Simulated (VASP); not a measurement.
# SrO in VASP: a series of runs, part 2 of 2

VASP 6.6.1.

### Step 5. Single point, PBE (strained)

Contents of INCAR:

```
SYSTEM = SrO
PREC = Accurate
ENCUT = 520
EDIFF = 1E-7
ISMEAR = 0
SIGMA = 0.02
LREAL = .False.
LASPH = .True.
NELM = 80
ALGO = Normal
ISIF = 2
LWAVE = .False.
LCHARG = .True.
GGA = PE
LELF = .True.
LVHAR = .True.
NBANDS = 15
```

Contents of KPOINTS:

```
regular mesh
0
Gamma
  8 8 8
  0 0 0
```

Contents of POSCAR:

```
SrO
1.0
    0.0000000000      2.6412147420      2.6412147420
    2.6412147420      0.0000000000      2.6412147420
    2.6412147420      2.6412147420      0.0000000000
Sr O
1 1
Direct
    0.0000000000      0.0000000000      0.0000000000
    0.5000000000      0.5000000000      0.5000000000
```

Potentials or basis: VASP PAW PBE potentials, release 64 (Sr_sv, O).

The run is started by

```console
> cat potpaw_PBE.64/Sr_sv/POTCAR potpaw_PBE.64/O/POTCAR > POTCAR
> mpirun -np 1 vasp_std > vasp.out
```

OUTCAR:

```text
SYSTEM = SrO
   PREC = Accurate
   ENCUT = 520
   EDIFF = 1E-7
   ISMEAR = 0
   LREAL = .False.
   LASPH = .True.
   NELM = 80
   ISIF = 2
   GGA = PE

 ion  position               nearest neighbor table
   1  0.000  0.000  0.000-   2 2.64   2 2.64   2 2.64   2 2.64   2 2.64   2 2.64
   2  0.500  0.500  0.500-   1 2.64   1 2.64   1 2.64   1 2.64   1 2.64   1 2.64

  LATTYP: Found a face centered cubic cell.
 ALAT       =     5.2824294840

  Lattice vectors:

 A1 = (   0.0000000000,   2.6412147420,   2.6412147420)
 A2 = (   2.6412147420,   0.0000000000,   2.6412147420)
 A3 = (   2.6412147420,   2.6412147420,   0.0000000000)

Analysis of symmetry for initial positions (statically):
=====================================================================
 Subroutine PRICEL returns:
 Original cell was already a primitive cell.

 Routine SETGRP: Setting up the symmetry group for a
 face centered cubic supercell.

 Subroutine GETGRP returns: Found 48 space group operations
 (whereof 48 operations were pure point group operations)
 out of a pool of 48 trial point group operations.

The static configuration has the point symmetry O_h .

Analysis of symmetry for dynamics (positions and initial velocities):
[... 179 lines left out ...]
     12       7.3238      0.00000
     13       9.3153      0.00000
     14       9.3153      0.00000
[... 401 lines left out ...]
      2     -14.8304      2.00000
      3     -13.3948      2.00000
      4     -13.2710      2.00000
      5     -12.2221      2.00000
      6      -0.1820      2.00000
      7       0.5122      2.00000
      8       0.5537      2.00000
      9       7.3700      0.00000
     10       7.7063      0.00000
     11       9.9523      0.00000
     12      10.2870      0.00000
     13      12.1612      0.00000
     14      13.3988      0.00000
     15      13.6706      0.00000

 [... further k-points ...]

------------------------ aborting loop because EDIFF is reached ----------------------------------------

  FORCE on cell =-STRESS in cart. coord.  units (eV):
  Direction    XX          YY          ZZ          XY          YZ          ZX
  --------------------------------------------------------------------------------------
  -------------------------------------------------------------------------------------
  Total       -0.7783091     -0.7783091     -0.7783091     -0.0000000      0.0000000     -0.0000000
  in kB      -33.8393145    -33.8393145    -33.8393145     -0.0000000      0.0000000     -0.0000000
  external PRESSURE =     -33.8393145 kB  Pullay stress =       0.0000000 kB

 VOLUME and BASIS-vectors are now :
 -----------------------------------------------------------------------------
  energy-cutoff  :      520.00
  volume of cell :       36.85
      direct lattice vectors                 reciprocal lattice vectors
     0.000000000  2.641214742  2.641214742    -0.189306834  0.189306834  0.189306834
     2.641214742  0.000000000  2.641214742     0.189306834 -0.189306834  0.189306834
     2.641214742  2.641214742  0.000000000     0.189306834  0.189306834 -0.189306834

 POSITION                                       TOTAL-FORCE (eV/Angst)
 -----------------------------------------------------------------------------------
      0.00000      0.00000      0.00000         0.000000      0.000000     -0.000000
      2.64121      2.64121      2.64121         0.000000      0.000000      0.000000
 -----------------------------------------------------------------------------------
    total drift:                                0.000000      0.000000      0.000000

  FREE ENERGIE OF THE ION-ELECTRON SYSTEM (eV)
  ---------------------------------------------------
  free  energy   TOTEN  =       -12.0386378455 eV

  energy  without entropy=      -12.0386378455  energy(sigma->0) =      -12.03863785
```

OSZICAR:

```text
N       E                     dE             d eps       ncg     rms          rms(c)
DAV:   1     0.706850800868E+02    0.70685E+02   -0.83320E+03   870   0.103E+03
DAV:   2    -0.107451850161E+02   -0.81430E+02   -0.75324E+02  1171   0.220E+02
DAV:   3    -0.141570359714E+02   -0.34119E+01   -0.33955E+01  1070   0.414E+01
DAV:   4    -0.142390353453E+02   -0.81999E-01   -0.81990E-01  1140   0.615E+00
DAV:   5    -0.142408258271E+02   -0.17905E-02   -0.17905E-02  1083   0.761E-01    0.143E+01
DAV:   6    -0.122182987715E+02    0.20225E+01   -0.70534E+00   884   0.190E+01    0.167E+01
DAV:   7    -0.120485780673E+02    0.16972E+00   -0.36973E-01   982   0.517E+00    0.965E+00
DAV:   8    -0.120374823412E+02    0.11096E-01   -0.12714E-01  1108   0.365E+00    0.375E-01
DAV:   9    -0.120379778592E+02   -0.49552E-03   -0.70812E-03  1019   0.562E-01    0.237E-01
DAV:  10    -0.120384330046E+02   -0.45515E-03   -0.46671E-04   961   0.213E-01    0.958E-02
DAV:  11    -0.120386168181E+02   -0.18381E-03   -0.20907E-04   940   0.106E-01    0.285E-02
DAV:  12    -0.120386390397E+02   -0.22222E-04   -0.30934E-05   919   0.378E-02    0.186E-02
DAV:  13    -0.120386381552E+02    0.88454E-06   -0.93367E-07  1031   0.991E-03    0.342E-03
DAV:  14    -0.120386378182E+02    0.33703E-06   -0.21326E-07  1093   0.341E-03    0.202E-03
DAV:  15    -0.120386378455E+02   -0.27294E-07   -0.11180E-08   533   0.100E-03
   1 F= -.12038638E+02 E0= -.12038638E+02  d E =-.255323E-47
```

stdout:

```text
POSCAR found type information on POSCAR SrO
 POSCAR found :  2 types and       2 ions
 scaLAPACK will be used
 LDA part: xc-table for (Slater+PW92), standard interpolation
 POSCAR, INCAR and KPOINTS ok, starting setup
 FFT: planning ... GRIDC
 FFT: planning ... GRID_SOFT
 FFT: planning ... GRID
 WAVECAR not read
 entering main loop
```

Run time: 14 s. Hardware: 1 thread of Intel Xeon 6975P-C (Granite Rapids), shared host; peak memory 0.16 GiB.

Results:

```
Free energy            : -12.0386 eV
Pressure               : -3.4 GPa
Band gap on the k mesh : 3.30 eV, indirect (least direct gap 3.43 eV)
```

Caveat: the cell differs from its parent crystal (strained).

### Step 6. Single point, r2SCAN (functional r2SCAN, strained)

Contents of POSCAR:

```
SrO
1.0
    0.0000000000      2.6213501880      2.6213501880
    2.6213501880      0.0000000000      2.6213501880
    2.6213501880      2.6213501880      0.0000000000
Sr O
1 1
Direct
    0.0000000000      0.0000000000      0.0000000000
    0.5000000000      0.5000000000      0.5000000000
```

Contents of INCAR.step1:

```
PREC     = Accurate       # precision mode
ENCUT    = 520            # plane-wave cutoff, eV
ISMEAR   = 0              # smearing method
SIGMA    = 0.02           # smearing width, eV
LREAL    = False          # projectors in reciprocal space
LASPH    = True           # aspherical terms in the spheres
NELM     = 80             # most SCF steps
NBANDS   = 15             # bands
GGA      = PE             # functional
ALGO     = Normal         # electronic algorithm
EDIFF    = 1E-4           # SCF threshold, eV
LWAVE    = True           # write WAVECAR
LCHARG   = False          # write CHGCAR
```

Contents of INCAR.step2:

```
PREC     = Accurate       # precision mode
ENCUT    = 520            # plane-wave cutoff, eV
EDIFF    = 1E-6           # SCF threshold, eV
ISMEAR   = 0              # smearing method
SIGMA    = 0.02           # smearing width, eV
LREAL    = False          # projectors in reciprocal space
LASPH    = True           # aspherical terms in the spheres
NELM     = 80             # most SCF steps
ALGO     = Normal         # electronic algorithm
ISIF     = 2              # what is computed and relaxed
LWAVE    = False          # write WAVECAR
LCHARG   = False          # write CHGCAR
METAGGA  = R2SCAN         # meta-GGA
LMIXTAU  = True         
NBANDS   = 15             # bands
ISTART   = 1
```

Contents of KPOINTS:

```
regular mesh
0
Gamma
  8 8 8
```

Potentials or basis: VASP PAW PBE potentials, release 64 (Sr_sv, O).

The run is started by

```console
> cat potpaw_PBE.64/Sr_sv/POTCAR potpaw_PBE.64/O/POTCAR > POTCAR
> cp INCAR.step1 INCAR
> mpirun -np 1 vasp_std > vasp.out
> cp INCAR.step2 INCAR
> mpirun -np 1 vasp_std > vasp.out
```

OUTCAR:

```text
PREC = Accurate
   ENCUT = 520
   EDIFF = 1E-6
   ISMEAR = 0
   LREAL = False
   LASPH = True
   NELM = 80
   ISIF = 2
   METAGGA = R2SCAN
   ISTART = 1

 ion  position               nearest neighbor table
   1  0.000  0.000  0.000-   2 2.62   2 2.62   2 2.62   2 2.62   2 2.62   2 2.62
   2  0.500  0.500  0.500-   1 2.62   1 2.62   1 2.62   1 2.62   1 2.62   1 2.62

  LATTYP: Found a face centered cubic cell.
 ALAT       =     5.2427003760

  Lattice vectors:

[... 620 lines left out ...]

  FORCE on cell =-STRESS in cart. coord.  units (eV):
  Direction    XX          YY          ZZ          XY          YZ          ZX
  --------------------------------------------------------------------------------------
  -------------------------------------------------------------------------------------
  Total       -0.8096482     -0.8096482     -0.8096482     -0.0000000     -0.0000000      0.0000000
  in kB      -36.0082351    -36.0082351    -36.0082351     -0.0000000     -0.0000000      0.0000000
  external PRESSURE =     -36.0082351 kB  Pullay stress =       0.0000000 kB

 VOLUME and BASIS-vectors are now :
 -----------------------------------------------------------------------------
  energy-cutoff  :      520.00
  volume of cell :       36.03
      direct lattice vectors                 reciprocal lattice vectors
     0.000000000  2.621350188  2.621350188    -0.190741398  0.190741398  0.190741398
     2.621350188  0.000000000  2.621350188     0.190741398 -0.190741398  0.190741398
     2.621350188  2.621350188  0.000000000     0.190741398  0.190741398 -0.190741398

 POSITION                                       TOTAL-FORCE (eV/Angst)
 -----------------------------------------------------------------------------------
      0.00000      0.00000      0.00000        -0.000000      0.000000      0.000000
      2.62135      2.62135      2.62135         0.000000     -0.000000     -0.000000
 -----------------------------------------------------------------------------------
    total drift:                                0.000000      0.000000      0.000000

  FREE ENERGIE OF THE ION-ELECTRON SYSTEM (eV)
  ---------------------------------------------------
  free  energy   TOTEN  =       -27.0399422649 eV

  energy  without entropy=      -27.0399422649  energy(sigma->0) =      -27.03994226
```

OUTCAR.step1:

```text
PREC = Accurate
   ENCUT = 520
   ISMEAR = 0
   LREAL = False
   LASPH = True
[... 653 lines left out ...]
      0.00000      0.00000      0.00000         0.000000      0.000000     -0.000000
      2.62135      2.62135      2.62135        -0.000000     -0.000000      0.000000
 -----------------------------------------------------------------------------------
    total drift:                                0.000000      0.000000      0.000000

  FREE ENERGIE OF THE ION-ELECTRON SYSTEM (eV)
  ---------------------------------------------------
  free  energy   TOTEN  =       -12.0513817109 eV

  energy  without entropy=      -12.0513817109  energy(sigma->0) =      -12.05138171
```

OSZICAR.step1:

```text
N       E                     dE             d eps       ncg     rms          rms(c)
DAV:   1     0.687805966241E+02    0.68781E+02   -0.83894E+03   870   0.103E+03
DAV:   2    -0.109429620473E+02   -0.79724E+02   -0.73961E+02  1206   0.219E+02
DAV:   3    -0.141892544863E+02   -0.32463E+01   -0.32321E+01  1123   0.399E+01
DAV:   4    -0.142485638691E+02   -0.59309E-01   -0.59300E-01  1078   0.540E+00
DAV:   5    -0.142506041827E+02   -0.20403E-02   -0.20403E-02  1105   0.759E-01    0.148E+01
DAV:   6    -0.122213285883E+02    0.20293E+01   -0.69330E+00   891   0.191E+01    0.174E+01
DAV:   7    -0.120608379232E+02    0.16049E+00   -0.34654E-01   982   0.508E+00    0.101E+01
DAV:   8    -0.120498765825E+02    0.10961E-01   -0.12484E-01  1094   0.358E+00    0.357E-01
DAV:   9    -0.120507398823E+02   -0.86330E-03   -0.66220E-03  1042   0.527E-01    0.236E-01
DAV:  10    -0.120511900857E+02   -0.45020E-03   -0.44706E-04   947   0.204E-01    0.928E-02
DAV:  11    -0.120513610807E+02   -0.17099E-03   -0.18661E-04   939   0.101E-01    0.276E-02
DAV:  12    -0.120513817109E+02   -0.20630E-04   -0.29133E-05   680   0.390E-02
   1 F= -.12051382E+02 E0= -.12051382E+02  d E =-.880330E-43
```

It took 48 s on 1 thread of Intel Xeon 6975P-C (Granite Rapids), shared host; peak memory 0.16 GiB.

What came out:

```
Free energy            : -27.0399 eV
Pressure               : -3.6 GPa
Band gap on the k mesh : 3.76 eV, indirect (least direct gap 3.89 eV)
```

Caveat: the cell differs from its parent crystal (functional r2SCAN, strained); the PAW data sets were made with another functional, which shifts forces and pressure a little. A k mesh can miss the band edges.

### Step 7. Summary

```tsv
level	cell	gap on the mesh (eV)	pressure (GPa)
PBE	a = 3.755 Å, angles 60.0°, 2 atoms	3.30	-4.5
PBE	a = 3.650, b = 3.650, c = 3.577 Å, angles 59.3, 59.3, 60.0°, 2 atoms	3.21	5.3
PBE	a = 3.715, b = 3.734, c = 3.748 Å, angles 60.1, 60.0, 59.1°, 2 atoms	3.33	-2.5
PBE	a = 3.735 Å, angles 60.0°, 2 atoms	3.30	-3.4
r2SCAN	a = 3.707 Å, angles 60.0°, 2 atoms	3.76	-3.6
```

Alike in all rows: task single point; potentials or basis VASP PAW PBE potentials, release 64 (Sr_sv, O); no spin polarisation; k mesh 8 × 8 × 8; cutoff (eV) 520; smearing gaussian 0.02 eV.

Caveats: the PAW data sets were made with another functional, which shifts forces and pressure a little (some runs).

Absolute energies hang on the potentials; compare differences alone.
